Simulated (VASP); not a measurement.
# Mo (Fd-3m) in VASP: notebook

Runs on Mo. Level: RPBE. Tasks: single point.

All numbers are computed with VASP 6.6.1; they aren't measurements. Logs are shortened: lines on timing, memory, paths and dates and some standing lists are left out, and cuts for length are marked.

### 1 The cell of the first run

It takes space group Fd-3m (No. 227, cubic). The conventional cell has a = 5.729 Å, b = 5.729 Å, c = 5.729 Å, α = 90.00°, β = 90.00°, γ = 90.00°. Mo (site symmetry -43m) has 4 Mo at 2.48 Å within 3.3 Å.

This isn't the form of Mo at room conditions, which is bcc.

### 2 Single point, RPBE

Input file INCAR:

```
SYSTEM = Mo
PREC = Accurate
ENCUT = 520
EDIFF = 1E-7
ISMEAR = -1
SIGMA = 0.1
LREAL = .False.
LASPH = .True.
NELM = 100
ALGO = Normal
ISIF = 2
LWAVE = .False.
LCHARG = .False.
GGA = RP
NBANDS = 21
```

Input file KPOINTS:

```
Automatic mesh
0
Gamma
  10 10 10
  0 0 0
```

Input file POSCAR:

```
Mo
1.0
    0.0000000000      2.8644611793      2.8644611793
    2.8644611793      0.0000000000      2.8644611793
    2.8644611793      2.8644611793      0.0000000000
Mo
2
Direct
    0.1250000000      0.1250000000      0.1250000000
    0.8750000000      0.8750000000      0.8750000000
```

Potentials or basis: VASP PAW PBE potentials, release 64 (Mo_sv).

On the command line:

```bash
cat potpaw_PBE.64/Mo_sv/POTCAR > POTCAR
mpirun -np 1 vasp_std > vasp.out
```

OUTCAR:

```text
SYSTEM = Mo
   PREC = Accurate
   ENCUT = 520
   EDIFF = 1E-7
   ISMEAR = -1
   LREAL = .False.
   LASPH = .True.
   NELM = 100
   ISIF = 2
   GGA = RP

 ion  position               nearest neighbor table
   1  0.125  0.125  0.125-   2 2.48   2 2.48   2 2.48   2 2.48
   2  0.875  0.875  0.875-   1 2.48   1 2.48   1 2.48   1 2.48

  LATTYP: Found a face centered cubic cell.
 ALAT       =     5.7289223586

  Lattice vectors:

 A1 = (   0.0000000000,   2.8644611793,   2.8644611793)
 A2 = (   2.8644611793,   0.0000000000,   2.8644611793)
 A3 = (   2.8644611793,   2.8644611793,   0.0000000000)

Analysis of symmetry for initial positions (statically):
=====================================================================
 Subroutine PRICEL returns:
 Original cell was already a primitive cell.

 Routine SETGRP: Setting up the symmetry group for a
 face centered cubic supercell.

 Subroutine GETGRP returns: Found 48 space group operations
 (whereof 12 operations were pure point group operations)
 out of a pool of 48 trial point group operations.

The static configuration has the point symmetry D_3d.
 The point group associated with its full space group is O_h .

Analysis of symmetry for dynamics (positions and initial velocities):
=====================================================================
 Subroutine PRICEL returns:
 Original cell was already a primitive cell.

 Routine SETGRP: Setting up the symmetry group for a
 face centered cubic supercell.

 Subroutine GETGRP returns: Found 48 space group operations
 (whereof 12 operations were pure point group operations)
 out of a pool of 48 trial point group operations.

The dynamic configuration has the point symmetry D_3d.
 The point group associated with its full space group is O_h .

 Subroutine INISYM returns: Found 48 space group operations
 (whereof 12 operations are pure point group operations),
 and found     1 'primitive' translations

----------------------------------------------------------------------------------------

                                     Primitive cell

  volume of cell :      47.0066

  direct lattice vectors                    reciprocal lattice vectors
     0.000000000  2.864461179  2.864461179    -0.174552898  0.174552898  0.174552898
     2.864461179  0.000000000  2.864461179     0.174552898 -0.174552898  0.174552898
     2.864461179  2.864461179  0.000000000     0.174552898  0.174552898 -0.174552898

  length of vectors
     4.050959849  4.050959849  4.050959849     0.302334488  0.302334488  0.302334488

  position of ions in fractional coordinates (direct lattice)
     0.125000000  0.125000000  0.125000000
     0.875000000  0.875000000  0.875000000

  ion indices of the primitive-cell ions
   primitive index   ion index
                 1           1
                 2           2

----------------------------------------------------------------------------------------

 KPOINTS: Automatic mesh

Automatic generation of k-mesh.
 Grid dimensions read from file:
 generate k-points for:   10   10   10

 Generating k-lattice:

  Cartesian coordinates                     Fractional coordinates (reciprocal lattice)
    -0.017455290  0.017455290  0.017455290     0.100000000  0.000000000  0.000000000
     0.017455290 -0.017455290  0.017455290     0.000000000  0.100000000  0.000000000
     0.017455290  0.017455290 -0.017455290     0.000000000  0.000000000  0.100000000

  Length of vectors
     0.030233449  0.030233449  0.030233449

  Shift w.r.t. Gamma in fractional coordinates (k-lattice)
     0.000000000  0.000000000  0.000000000

 Subroutine IBZKPT returns following result:
 ===========================================

 Found     47 irreducible k-points:

 Following reciprocal coordinates:
            Coordinates               Weight
  0.000000  0.000000  0.000000      1.000000
  0.100000  0.000000  0.000000      8.000000
  0.200000  0.000000  0.000000      8.000000
  0.300000  0.000000  0.000000      8.000000
  0.400000  0.000000  0.000000      8.000000
  0.500000  0.000000  0.000000      4.000000
[... 16 lines left out ...]
  0.300000  0.300000  0.000000      6.000000
  0.400000  0.300000  0.000000     24.000000
 [... further k-points ...]
   k-points           NKPTS =     47   k-points in BZ     NKDIM =     47   number of bands    NBANDS=     21
   number of dos      NEDOS =    301   number of ions     NIONS =      2
   total plane-waves  NPLWV =  27000
   dimension x,y,z NGX =    30 NGY =   30 NGZ =   30
   dimension x,y,z NGXF=    60 NGYF=   60 NGZF=   60
   ions per type =               2
   NGX,Y,Z   is equivalent  to a cutoff of  12.31, 12.31, 12.31 a.u.
   NGXF,Y,Z  is equivalent  to a cutoff of  24.62, 24.62, 24.62 a.u.
 SYSTEM =  Mo
   PREC   = accura    normal or accurate (medium, high low for compatibility)
   ISTART =      0    job   : 0-new  1-cont  2-samecut
   ICHARG =      2    charge: 1-file 2-atom 10-const
   ISPIN  =      1    spin polarized calculation?
   LNONCOLLINEAR =      F non collinear calculations
   LSORBIT =      F    spin-orbit coupling
   LASPH  =      T    aspherical Exc in radial PAW
   ENCUT  =  520.0 eV  38.22 Ry    6.18 a.u.   7.53  7.53  7.53*2*pi/ulx,y,z
   NELM   =    100;   NELMIN=  2; NELMDL= -5     # of ELM steps
   EDIFF  = 0.1E-06   stopping-criterion for ELM
   LREAL  =      F    real-space projection
   EDIFFG = 0.1E-05   stopping-criterion for IOM
   NSW    =      0    number of steps for IOM
   IBRION =     -1    ionic relax: 0-MD 1-quasi-New 2-CG
   NFREE  =      0    steps in history (QN), initial steepest desc. (CG)
   ISIF   =      2    stress and relaxation
   ISYM   =      2    0-nonsym 1-usesym 2-fastsym
   POTIM  = 0.5000    time-step for ionic-motion
   TEBEG  =    0.0;   TEEND  =   0.0 temperature during run
   PSTRESS=    0.0 pullay stress
   NELECT =      28.0000    total number of electrons
   NUPDOWN=      -1.0000    fix difference up-down
   EMIN   =  10.00;   EMAX   =-10.00  energy-range for DOS
   EFERMI =   0.00;   METHOD = LEGACY
   ISMEAR =    -1;   SIGMA  =   0.10  broadening in eV -4-tet -1-fermi 0-gaus
   EFERMI_NEDOS =   21; number of points for ismear=-14 and -15
   IALGO  =     38    algorithm
   IMIX   =      4    mixing-type and parameters
     AMIX     =   0.40;   BMIX     =  1.00
     AMIX_MAG =   1.60;   BMIX_MAG =  1.00
  volume/ion in A,a.u.               =      23.50       158.61
  Fermi-wavevector in a.u.,A,eV,Ry     =   1.377446  2.602995 25.815114  1.897357
  Thomas-Fermi vector in A             =   2.502598
   LORBIT       =      0    0 simple, 1 ext, 2 COOP (PROOUT), +10 PAW based schemes
   GGA     = RP    functional components
   LHFCALC =     F    Hartree Fock is set to
   AEXX    =    0.0000 exact exchange contribution
   IVDW    =     0    specifies the selected vdW correction
   LEPSILON=     F    determine dielectric tensor
   LRPA    =     F    only Hartree local field effects (RPA)
 non-spin polarized calculation
  energy-cutoff  :      520.00
  volume of cell :       47.01
 maximum number of plane-waves:      1295
   NGX = 15   NGY = 15   NGZ = 15

 number of electron      28.0000004 magnetization

 Free energy of the ion-electron system (eV)
  ---------------------------------------------------
  ext. energy  EPLUGINS =         0.00000000
  ---------------------------------------------------
  free energy    TOTEN  =       -16.42787186 eV

  energy without entropy =      -16.33270501  energy(sigma->0) =      -16.38028843

 E-fermi :   6.7154     XC(G=0): -10.6536

 val. band max:        6.6744362819   @ k =  -0.3000   0.5000   0.2000
 cond. band min:       6.7155518397   @ k =  -0.2000   0.3000   0.1000
 fundamental gap:      0.0411155578
 Fermi energy:         6.7153813209

 k-point     1 :       0.0000    0.0000    0.0000
  band No.  band energies     occupation
      1     -53.7116      2.00000
      2     -53.0802      2.00000
      3     -28.1003      2.00000
      4     -28.1003      2.00000
      5     -28.1003      2.00000
      6     -27.0548      2.00000
[... 13 lines left out ...]
     20      18.0507      0.00000
     21      18.7617      0.00000

 k-point     2 :       0.1000    0.0000    0.0000
  band No.  band energies     occupation
      1     -53.7005      2.00000
      2     -53.0921      2.00000
      3     -28.1131      2.00000
      4     -28.1131      2.00000
      5     -28.0992      2.00000
      6     -27.0560      2.00000
[... 13 lines left out ...]
     20      17.2504      0.00000
     21      18.8175      0.00000

 k-point     3 :       0.2000    0.0000    0.0000
  band No.  band energies     occupation
      1     -53.6689      2.00000
      2     -53.1255      2.00000
      3     -28.1452      2.00000
      4     -28.1452      2.00000
      5     -28.0969      2.00000
      6     -27.0585      2.00000
[... 13 lines left out ...]
     20      16.1451      0.00000
     21      17.1323      0.00000

 k-point     4 :       0.3000    0.0000    0.0000
  band No.  band energies     occupation
      1     -53.6234      2.00000
      2     -53.1731      2.00000
      3     -28.1824      2.00000
      4     -28.1824      2.00000
      5     -28.0951      2.00000
      6     -27.0603      2.00000
[... 13 lines left out ...]
     20      14.0460      0.00000
     21      16.5926      0.00000

 k-point     5 :       0.4000    0.0000    0.0000
  band No.  band energies     occupation
      1     -53.5780      2.00000
      2     -53.2202      2.00000
      3     -28.2107      2.00000
      4     -28.2107      2.00000
      5     -28.0946      2.00000
      6     -27.0607      2.00000
[... 13 lines left out ...]
     20      12.1616      0.00000
     21      16.4466      0.00000
[... 382 lines left out ...]
     20      12.7957      0.00000
     21      14.4280      0.00000

 k-point    22 :      -0.2000    0.2000    0.0000
  band No.  band energies     occupation
      1     -53.6052      2.00000
      2     -53.1921      2.00000
      3     -28.2709      2.00000
      4     -28.1839      2.00000
      5     -28.0028      2.00000
      6     -27.1499      2.00000
[... 13 lines left out ...]
     20      14.6968      0.00000
     21      14.9380      0.00000

 k-point    23 :       0.3000    0.3000    0.0000
  band No.  band energies     occupation
      1     -53.5845      2.00000
      2     -53.2136      2.00000
      3     -28.2695      2.00000
      4     -28.2695      2.00000
      5     -27.8875      2.00000
      6     -27.2778      2.00000
[... 13 lines left out ...]
     20      14.7955      0.00000
     21      14.7960      0.00000

 k-point    24 :       0.4000    0.3000    0.0000
  band No.  band energies     occupation
      1     -53.5396      2.00000
      2     -53.2598      2.00000
      3     -28.3061      2.00000
      4     -28.2960      2.00000
      5     -27.8240      2.00000
      6     -27.3406      2.00000
[... 13 lines left out ...]
     20      13.3504      0.00000
     21      14.0399      0.00000

 [... further k-points ...]

------------------------ aborting loop because EDIFF is reached ----------------------------------------

  FORCE on cell =-STRESS in cart. coord.  units (eV):
  Direction    XX          YY          ZZ          XY          YZ          ZX
  --------------------------------------------------------------------------------------
  -------------------------------------------------------------------------------------
  Total        0.0926403      0.0926403      0.0926403     -0.0000000     -0.0000000     -0.0000000
  in kB        3.1575601      3.1575601      3.1575601     -0.0000000     -0.0000000     -0.0000000
  external PRESSURE =       3.1575601 kB  Pullay stress =       0.0000000 kB

 VOLUME and BASIS-vectors are now :
 -----------------------------------------------------------------------------
  energy-cutoff  :      520.00
  volume of cell :       47.01
      direct lattice vectors                 reciprocal lattice vectors
     0.000000000  2.864461179  2.864461179    -0.174552898  0.174552898  0.174552898
     2.864461179  0.000000000  2.864461179     0.174552898 -0.174552898  0.174552898
     2.864461179  2.864461179  0.000000000     0.174552898  0.174552898 -0.174552898

 POSITION                                       TOTAL-FORCE (eV/Angst)
 -----------------------------------------------------------------------------------
      0.71612      0.71612      0.71612        -0.000000     -0.000000     -0.000000
      5.01281      5.01281      5.01281         0.000000      0.000000      0.000000
 -----------------------------------------------------------------------------------
    total drift:                               -0.000000      0.000000      0.000000

  FREE ENERGIE OF THE ION-ELECTRON SYSTEM (eV)
  ---------------------------------------------------
  free  energy   TOTEN  =       -16.4278718554 eV

  energy  without entropy=      -16.3327050095  energy(sigma->0) =      -16.38028843
```

Run time: 76 s. Hardware: 1 thread of Intel Xeon 8259CL, shared host; peak memory 0.19 GiB.

What came out:

| Property | Result |
| --- | --- |
| Free energy | -16.4279 eV |
| Pressure | 0.3 GPa |
| Band gap on the k mesh | zero (bands 14 and 15 overlap by 0.39 eV) |

Levels at points of the mesh, in eV from the Fermi level:
```
           k point  band 12  band 13  band 14  band 15  band 16  band 17
(0.00, 0.00, 0.00)    -1.29    -1.29    -1.29     1.31     1.31     1.31
(0.50, 0.00, 0.00)    -1.85    -1.53    -1.53     0.34     2.24     2.24
(0.50, 0.50, 0.00)    -1.48    -0.04    -0.04     0.61     0.61     3.87
```

Caveat: the PAW data sets were made with another functional, which shifts forces and pressure a little.

[end of part 1 of 2]
